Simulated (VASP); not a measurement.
Ca: single point with PBEsol

The system is Ca.

```
CELL_PARAMETERS angstrom
4.00252 0.00000 0.00000
-2.00126 3.46628 0.00000
0.00000 0.00000 6.59164
ATOMIC_POSITIONS crystal
Ca 0.33333 0.66667 0.25000
Ca 0.66667 0.33333 0.75000
```

This isn't the form of Ca at room conditions, which is fcc.

```json
{
 "Program": "VASP 6.6.1",
 "Task": "single point",
 "Functional": "PBEsol",
 "Potentials or basis": "VASP PAW PBE potentials, release 64 (Ca_sv)",
 "Cutoff": "520 eV",
 "k mesh": "11 × 11 × 6",
 "Occupations": "fermi-dirac, width 0.1 eV",
 "Spin": "no spin polarisation",
 "Dipole correction": "no",
 "Further INCAR settings": "ALGO = Normal; EDIFF = 1e-06; NBANDS = 17"
}
```

| Quantity | Value |
| --- | --- |
| Pressure | -1.7 GPa |
| Band gap on the k mesh | zero (bands 10 and 11 overlap by 0.47 eV) |

Stress tensor (GPa, compression positive):
```
-1.63  0.00  0.00
 0.00 -1.63  0.00
 0.00  0.00 -1.81
```

Levels at points of the mesh, in eV from the Fermi level:
```csv
k point,band 8,band 9,band 10,band 11,band 12,band 13
"(0.00, 0.00, 0.00)",-23.04,-3.91,-1.03,-0.26,2.15,2.20
"(0.00, 0.00, 0.50)",-23.05,-2.96,-2.96,1.33,1.33,2.19
```

It took 2.6 min on 1 thread of Intel Xeon 8259CL, on a shared host, peak memory 0.24 GiB.

Caveat: the PAW data sets were made with another functional, which shifts forces and pressure a little.
